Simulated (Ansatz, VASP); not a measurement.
# CsH: VASP beside Ansatz

File INCAR:

```
ALGO     = Normal         # electronic algorithm
EDIFF    = 1E-6           # SCF threshold, eV
ENCUT    = 520            # plane-wave cutoff, eV
GGA      = CA             # functional
ISIF     = 2              # what is computed and relaxed
ISMEAR   = 0              # smearing method
LASPH    = T              # aspherical terms in the spheres
LCHARG   = T              # write CHGCAR
LELF     = T              # ELF
LREAL    = F              # projectors in reciprocal space
LVHAR    = T            
LWAVE    = F              # write WAVECAR
NBANDS   = 12             # bands
NELM     = 80             # most SCF steps
PREC     = Accurate       # precision mode
SIGMA    = 0.05           # smearing width, eV
```

Contents of KPOINTS:

```
k-points
0
Gamma
  8 8 8
```

File POSCAR:

```
CsH
1.0
    0.0000000000      3.1880000000      3.1880000000
    3.1880000000      0.0000000000      3.1880000000
    3.1880000000      3.1880000000      0.0000000000
Cs H
1 1
Direct
    0.0235257215      0.0235257215     -0.0235257215
    0.5000000000      0.5000000000      0.5000000000
```

Input for Ansatz:

```yaml
crystal:
  lattice:
    - [0.0, 3.188, 3.188]
    - [3.188, 0.0, 3.188]
    - [3.188, 3.188, 0.0]
  atoms:
    - { symbol: Cs, position: [0.0235257215, 0.0235257215, -0.0235257215] }
    - { symbol: H, position: [0.5, 0.5, 0.5] }
basis:
  ecutwfc: 420
kpoints:
  mp_grid: { grid: [8, 8, 8] }
hamiltonian:
  xc: lda
scf:
  occupations: { method: gaussian, width: 0.05 }
output:
  forces: true
  stress: true
  eigenvalues: true
```

Change from the starting cell: all Cs atoms moved +0.150 Å, as atom 1 along Cartesian [0 0 1].

Alike in both runs: task single point; functional LDA; k mesh 8 × 8 × 8; occupations gaussian, width 0.05 eV; no spin polarisation.

```csv
,VASP,Ansatz
version,VASP 6.6.1,Ansatz 0.2.0
potentials or method,"VASP PAW LDA potentials, release 64 (Cs_sv, H), cutoff 520 eV","scalar-relativistic, plane waves, PAW"
valence electrons in the cell,10,10
```

Ansatz gave:

| Item | Value |
| --- | --- |
| gap on the k mesh at the Fermi level (eV) | 1.98 |
| least direct gap on the mesh (eV) | 1.98 |
| pressure (GPa) | -1.2 |
| traceless stress, the component that is largest in VASP (GPa) | 0.14 |
| rms of the force components (eV/Å) | 0.042 |

Estimate VASP's values.

gap on the k mesh at the Fermi level (eV): 1.96; least direct gap on the mesh (eV): 1.96; pressure (GPa): -1.2; traceless stress, the component that is largest in VASP (GPa): 0.15; rms of the force components (eV/Å): 0.042.

LDA's correlation is that of Perdew and Zunger in VASP and of Perdew and Wang (1992) in Ansatz. Atom by atom the forces differ by 0.001 eV/Å (rms over components).

Spin-orbit coupling is off throughout.
